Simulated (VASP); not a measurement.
# Tl (P-3m1) in VASP: further runs

Tl is run at these levels: PBE; tasks: single point.

Everything below comes from runs of VASP 6.6.1. Logs are shortened: lines on timing, memory, paths and dates and some standing lists are left out, and cuts for length are marked.

## 1. The cell of the first run

It takes space group P-3m1 (No. 164, trigonal). Conventional cell: a = 3.456 Å, b = 3.456 Å, c = 5.525 Å, α = 90.00°, β = 90.00°, γ = 120.00°. Tl (site symmetry 3m) has 12 Tl at 3.17 to 3.66 Å within 4.2 Å.

## 2. Single point, PBE (atom 1 (Tl) moved by (+0.000, -0.300) A along x and z)

INCAR reads:

```
  PREC = Accurate
  ENCUT = 520
  EDIFF = 1E-7
  ISMEAR = 0
  SIGMA = 0.15
  LREAL = F
  LASPH = T
  NELM = 80
  ALGO = Fast
  ISIF = 2
  LWAVE = F
  LCHARG = F
  GGA = PE
  NBANDS = 20
```

KPOINTS reads:

```
regular mesh
0
Gamma
  18 18 10
```

POSCAR reads:

```
Tl
1.0
    3.4559983565      0.0000000000      0.0000000000
   -1.7279991783      2.9929823722      0.0000000000
    0.0000000000      0.0000000000      5.5250000000
Tl
2
Direct
    0.3333333333      0.6666666667      0.1957013575
    0.6666666667      0.3333333333      0.7500000000
```

Potentials or basis: VASP PAW PBE potentials, release 64 (Tl_d).

Started as:

```
cat potpaw_PBE.64/Tl_d/POTCAR > POTCAR
mpirun -np 1 vasp_std > vasp.out
```

OUTCAR:

```text
PREC = Accurate
   ENCUT = 520
   EDIFF = 1E-7
   ISMEAR = 0
   LREAL = F
   LASPH = T
   NELM = 80
   ISIF = 2
   GGA = PE

 ion  position               nearest neighbor table
   1  0.333  0.667  0.196-   2 3.17   2 3.17   2 3.17   2 3.66   2 3.66   2 3.66
   2  0.667  0.333  0.750-   1 3.17   1 3.17   1 3.17   1 3.66   1 3.66   1 3.66

  LATTYP: Found a hexagonal cell.
 ALAT       =     3.4559983565
 C/A-ratio  =     1.5986697417

  Lattice vectors:

 A1 = (   3.4559983565,   0.0000000000,   0.0000000000)
 A2 = (  -1.7279991783,   2.9929823722,   0.0000000000)
 A3 = (   0.0000000000,   0.0000000000,   5.5250000000)

Analysis of symmetry for initial positions (statically):
=====================================================================
 Subroutine PRICEL returns:
 Original cell was already a primitive cell.

 Routine SETGRP: Setting up the symmetry group for a
 hexagonal supercell.

 Subroutine GETGRP returns: Found 12 space group operations
 (whereof  6 operations were pure point group operations)
 out of a pool of 24 trial point group operations.

The static configuration has the point symmetry C_3v.
 The point group associated with its full space group is D_3d.

Analysis of symmetry for dynamics (positions and initial velocities):
=====================================================================
 Subroutine PRICEL returns:
 Original cell was already a primitive cell.

 Routine SETGRP: Setting up the symmetry group for a
 hexagonal supercell.

 Subroutine GETGRP returns: Found 12 space group operations
 (whereof  6 operations were pure point group operations)
 out of a pool of 24 trial point group operations.

The dynamic configuration has the point symmetry C_3v.
 The point group associated with its full space group is D_3d.

 Subroutine INISYM returns: Found 12 space group operations
 (whereof  6 operations are pure point group operations),
 and found     1 'primitive' translations

----------------------------------------------------------------------------------------

                                     Primitive cell

  volume of cell :      57.1492

  direct lattice vectors                    reciprocal lattice vectors
     3.455998356  0.000000000  0.000000000     0.289351989  0.167057449  0.000000000
[... 80 lines left out ...]
   ISPIN  =      1    spin polarized calculation?
   LNONCOLLINEAR =      F non collinear calculations
   LSORBIT =      F    spin-orbit coupling
   LASPH  =      T    aspherical Exc in radial PAW
   ENCUT  =  520.0 eV  38.22 Ry    6.18 a.u.   6.43  6.43 10.27*2*pi/ulx,y,z
   NELM   =     80;   NELMIN=  2; NELMDL= -5     # of ELM steps
   EDIFF  = 0.1E-06   stopping-criterion for ELM
   LREAL  =      F    real-space projection
   EDIFFG = 0.1E-05   stopping-criterion for IOM
   NSW    =      0    number of steps for IOM
   IBRION =     -1    ionic relax: 0-MD 1-quasi-New 2-CG
   NFREE  =      0    steps in history (QN), initial steepest desc. (CG)
   ISIF   =      2    stress and relaxation
   ISYM   =      2    0-nonsym 1-usesym 2-fastsym
   POTIM  = 0.5000    time-step for ionic-motion
   TEBEG  =    0.0;   TEEND  =   0.0 temperature during run
   PSTRESS=    0.0 pullay stress
   NELECT =      26.0000    total number of electrons
   NUPDOWN=      -1.0000    fix difference up-down
   EMIN   =  10.00;   EMAX   =-10.00  energy-range for DOS
   EFERMI =   0.00;   METHOD = LEGACY
   ISMEAR =     0;   SIGMA  =   0.15  broadening in eV -4-tet -1-fermi 0-gaus
   EFERMI_NEDOS =   21; number of points for ismear=-14 and -15
   IALGO  =     68    algorithm
   IMIX   =      4    mixing-type and parameters
     AMIX     =   0.40;   BMIX     =  1.00
     AMIX_MAG =   1.60;   BMIX_MAG =  1.00
  volume/ion in A,a.u.               =      28.57       192.83
  Fermi-wavevector in a.u.,A,eV,Ry     =   1.259107  2.379367 21.570001  1.585350
  Thomas-Fermi vector in A             =   2.392683
   LORBIT       =      0    0 simple, 1 ext, 2 COOP (PROOUT), +10 PAW based schemes
   GGA     = PE    functional components
   LHFCALC =     F    Hartree Fock is set to
   AEXX    =    0.0000 exact exchange contribution
   IVDW    =     0    specifies the selected vdW correction
   LEPSILON=     F    determine dielectric tensor
   LRPA    =     F    only Hartree local field effects (RPA)
 non-spin polarized calculation
 RMM-DIIS sequential band-by-band and
 Gauss-broadening in eV      SIGMA  =   0.15
  energy-cutoff  :      520.00
  volume of cell :       57.15
 maximum number of plane-waves:      1570
 NGX is ok and might be reduce to    28
   NGX = 13   NGY = 13   NGZ = 21

 number of electron      26.0000001 magnetization

 Free energy of the ion-electron system (eV)
  ---------------------------------------------------
  ext. energy  EPLUGINS =         0.00000000
  ---------------------------------------------------
  free energy    TOTEN  =        -4.25841406 eV

  energy without entropy =       -4.24762012  energy(sigma->0) =       -4.25301709

 E-fermi :   6.6176     XC(G=0): -10.1721

 val. band max:        6.6111807380   @ k =   0.2778   0.1111   0.5000
 cond. band min:       6.6345980589   @ k =   0.2778   0.2778   0.1000
 fundamental gap:      0.0234173209
 Fermi energy:         6.6176222588

 k-point     1 :       0.0000    0.0000    0.0000
  band No.  band energies     occupation
      1      -5.3275      2.00000
      2      -5.0878      2.00000
      3      -5.0878      2.00000
      4      -5.0587      2.00000
      5      -5.0587      2.00000
      6      -5.0003      2.00000
[... 541 lines left out ...]
     19      15.4071      0.00000
     20      16.3326      0.00000

 [... further k-points ...]

------------------------ aborting loop because EDIFF is reached ----------------------------------------

  FORCE on cell =-STRESS in cart. coord.  units (eV):
  Direction    XX          YY          ZZ          XY          YZ          ZX
  --------------------------------------------------------------------------------------
  -------------------------------------------------------------------------------------
  Total        1.5202221      1.5202221      1.7849174     -0.0000000     -0.0000000     -0.0000000
  in kB       42.6194313     42.6194313     50.0401648     -0.0000000     -0.0000000     -0.0000000
  external PRESSURE =      45.0930092 kB  Pullay stress =       0.0000000 kB

 VOLUME and BASIS-vectors are now :
 -----------------------------------------------------------------------------
  energy-cutoff  :      520.00
  volume of cell :       57.15
      direct lattice vectors                 reciprocal lattice vectors
     3.455998356  0.000000000  0.000000000     0.289351989  0.167057449  0.000000000
    -1.727999178  2.992982372  0.000000000     0.000000000  0.334114898  0.000000000
     0.000000000  0.000000000  5.525000000     0.000000000  0.000000000  0.180995475

 POSITION                                       TOTAL-FORCE (eV/Angst)
 -----------------------------------------------------------------------------------
     -0.00000      1.99532      1.08125         0.000000      0.000000      1.010658
      1.72800      0.99766      4.14375        -0.000000      0.000000     -1.010658
 -----------------------------------------------------------------------------------
    total drift:                                0.000000     -0.000000     -0.000014

  FREE ENERGIE OF THE ION-ELECTRON SYSTEM (eV)
  ---------------------------------------------------
  free  energy   TOTEN  =        -4.2584140622 eV

  energy  without entropy=       -4.2476201169  energy(sigma->0) =       -4.25301709
```

OSZICAR:

```text
N       E                     dE             d eps       ncg     rms          rms(c)
DAV:   1     0.132744937868E+03    0.13274E+03   -0.14213E+04 13240   0.123E+03
DAV:   2    -0.171824448760E+01   -0.13446E+03   -0.13192E+03 14456   0.279E+02
DAV:   3    -0.430107217503E+01   -0.25828E+01   -0.25726E+01 15232   0.340E+01
DAV:   4    -0.431733299471E+01   -0.16261E-01   -0.16259E-01 13980   0.291E+00
DAV:   5    -0.431757665618E+01   -0.24366E-03   -0.24366E-03 14860   0.352E-01    0.361E+00
RMM:   6    -0.426763183392E+01    0.49945E-01   -0.77312E-02 13240   0.185E+00    0.242E+00
RMM:   7    -0.425958296903E+01    0.80489E-02   -0.49903E-02 13480   0.160E+00    0.697E-01
RMM:   8    -0.425841854582E+01    0.11644E-02   -0.58552E-03 13682   0.498E-01    0.590E-02
RMM:   9    -0.425841295219E+01    0.55936E-05   -0.17211E-04 14794   0.109E-01    0.303E-02
RMM:  10    -0.425841355836E+01   -0.60618E-06   -0.26295E-05 14640   0.444E-02    0.367E-03
RMM:  11    -0.425841441431E+01   -0.85595E-06   -0.66874E-06 15122   0.180E-02    0.209E-03
RMM:  12    -0.425841422102E+01    0.19329E-06   -0.91044E-07 12888   0.705E-03    0.912E-04
RMM:  13    -0.425841411096E+01    0.11005E-06   -0.35617E-07  9512   0.354E-03    0.383E-04
RMM:  14    -0.425841406223E+01    0.48734E-07   -0.49743E-08  8013   0.145E-03
   1 F= -.42584141E+01 E0= -.42530171E+01  d E =-.107939E-01
```

stdout:

```text
POSCAR found type information on POSCAR Tl
 POSCAR found :  1 types and       2 ions
 scaLAPACK will be used
 LDA part: xc-table for (Slater+PW92), standard interpolation
 POSCAR, INCAR and KPOINTS ok, starting setup
 FFT: planning ... GRIDC
 FFT: planning ... GRID_SOFT
 FFT: planning ... GRID
 WAVECAR not read
 entering main loop
```

Wall time 8.1 min (1 thread of Intel Xeon 8259CL, shared host); peak memory 0.41 GiB.

Results:

- Free energy: -4.2584 eV
- Pressure: 4.5 GPa
- Largest force: 1.011 eV/Å
- Band gap on the k mesh: zero (bands 13 and 14 overlap by 5.01 eV)

Forces on the atoms (eV/Å):
```
Tl   0.000  0.000  1.011
Tl   0.000  0.000 -1.011
```

Caveat: the cell differs from its parent crystal (atom 1 (Tl) moved by (+0.000, -0.300) A along x and z); the cell stands under pressure; spin-orbit coupling is left out, which moves the levels of the heavy elements; forces of over 1 eV/Å act on the atoms, so gaps and moduli don't describe the material at rest.

## 3. Single point, PBE (atom 1 (Tl) moved by (+0.000, -0.150) A along x and z)

INCAR reads:

```
ALGO = Fast
EDIFF = 1E-6
ENCUT = 520
GGA = PE
ISIF = 2
ISMEAR = 0
LASPH = T
LCHARG = F
LREAL = F
LWAVE = F
NBANDS = 20
NELM = 60
PREC = Accurate
SIGMA = 0.15
```

KPOINTS reads:

```
k-points
0
Gamma
  18 18 10
```

POSCAR: that of step 2 with these lines changed.

```diff
@@ -8,3 +8,3 @@
 Direct
-    0.3333333333      0.6666666667      0.1957013575
+    0.3333333333      0.6666666667      0.2228506787
     0.6666666667      0.3333333333      0.7500000000
```

Potentials or basis: VASP PAW PBE potentials, release 64 (Tl_d).

Started as:

```
cat potpaw_PBE.64/Tl_d/POTCAR > POTCAR
mpirun -np 1 vasp_std > vasp.out
```

OUTCAR:

```text
EDIFF = 1E-6
   ENCUT = 520
   GGA = PE
   ISIF = 2
   ISMEAR = 0
   LASPH = T
   LREAL = F
   NELM = 60
   PREC = Accurate

 ion  position               nearest neighbor table
   1  0.333  0.667  0.223-   2 3.29   2 3.29   2 3.29   2 3.53   2 3.53   2 3.53
   2  0.667  0.333  0.750-   1 3.29   1 3.29   1 3.29   1 3.53   1 3.53   1 3.53

  LATTYP: Found a hexagonal cell.
 ALAT       =     3.4559983565
 C/A-ratio  =     1.5986697417

  Lattice vectors:

 A1 = (   3.4559983565,   0.0000000000,   0.0000000000)
 A2 = (  -1.7279991783,   2.9929823722,   0.0000000000)
 A3 = (   0.0000000000,   0.0000000000,   5.5250000000)

Analysis of symmetry for initial positions (statically):
=====================================================================
 Subroutine PRICEL returns:
 Original cell was already a primitive cell.

 Routine SETGRP: Setting up the symmetry group for a
 hexagonal supercell.

 Subroutine GETGRP returns: Found 12 space group operations
 (whereof  6 operations were pure point group operations)
[... 162 lines left out ...]
  ext. energy  EPLUGINS =         0.00000000
  ---------------------------------------------------
  free energy    TOTEN  =        -4.37033140 eV

  energy without entropy =       -4.36032378  energy(sigma->0) =       -4.36532759

 E-fermi :   6.6147     XC(G=0): -10.1890

 val. band max:        6.6139482128   @ k =   0.3333   0.0556   0.0000
 cond. band min:       6.6305790066   @ k =  -0.1111   0.3333   0.2000
 fundamental gap:      0.0166307939
 Fermi energy:         6.6147305277

 k-point     1 :       0.0000    0.0000    0.0000
  band No.  band energies     occupation
      1      -5.2526      2.00000
      2      -5.0006      2.00000
      3      -5.0006      2.00000
      4      -4.9990      2.00000
      5      -4.9762      2.00000
      6      -4.9762      2.00000
[... 541 lines left out ...]
     19      15.3835      0.00000
     20      16.3480      0.00000

 [... further k-points ...]

------------------------ aborting loop because EDIFF is reached ----------------------------------------

  FORCE on cell =-STRESS in cart. coord.  units (eV):
  Direction    XX          YY          ZZ          XY          YZ          ZX
  --------------------------------------------------------------------------------------
  -------------------------------------------------------------------------------------
  Total        1.2311200      1.2311200      1.2780809     -0.0000000     -0.0000000     -0.0000000
  in kB       34.5144529     34.5144529     35.8310025     -0.0000000     -0.0000000     -0.0000000
  external PRESSURE =      34.9533027 kB  Pullay stress =       0.0000000 kB

 VOLUME and BASIS-vectors are now :
 -----------------------------------------------------------------------------
  energy-cutoff  :      520.00
  volume of cell :       57.15
      direct lattice vectors                 reciprocal lattice vectors
     3.455998356  0.000000000  0.000000000     0.289351989  0.167057449  0.000000000
    -1.727999178  2.992982372  0.000000000     0.000000000  0.334114898  0.000000000
     0.000000000  0.000000000  5.525000000     0.000000000  0.000000000  0.180995475

 POSITION                                       TOTAL-FORCE (eV/Angst)
 -----------------------------------------------------------------------------------
     -0.00000      1.99532      1.23125        -0.000000     -0.000000      0.489350
      1.72800      0.99766      4.14375         0.000000      0.000000     -0.489350
 -----------------------------------------------------------------------------------
    total drift:                               -0.000000     -0.000000      0.000028

  FREE ENERGIE OF THE ION-ELECTRON SYSTEM (eV)
  ---------------------------------------------------
  free  energy   TOTEN  =        -4.3703313991 eV

  energy  without entropy=       -4.3603237807  energy(sigma->0) =       -4.36532759
```

stdout:

```text
POSCAR found type information on POSCAR Tl
 POSCAR found :  1 types and       2 ions
 scaLAPACK will be used
 LDA part: xc-table for (Slater+PW92), standard interpolation
 POSCAR, INCAR and KPOINTS ok, starting setup
 FFT: planning ... GRIDC
 FFT: planning ... GRID_SOFT
 FFT: planning ... GRID
 WAVECAR not read
 entering main loop
```

Run time: 6.8 min. Hardware: 1 thread of Intel Xeon 8259CL, shared host; peak memory 0.41 GiB.

Results:

```
Free energy            : -4.3703 eV
Pressure               : 3.5 GPa
Largest force          : 0.489 eV/Å
Band gap on the k mesh : zero (bands 13 and 14 overlap by 5.38 eV)
```

Forces in eV/Å, atoms in the order of the input:
```
Tl   0.000  0.000  0.489
Tl   0.000  0.000 -0.489
```

Caveat: the cell differs from its parent crystal (atom 1 (Tl) moved by (+0.000, -0.150) A along x and z); the cell stands under pressure; spin-orbit coupling is left out, which moves the levels of the heavy elements.

The gap in the log of VASP goes by the Fermi energy; the results here count the filled bands.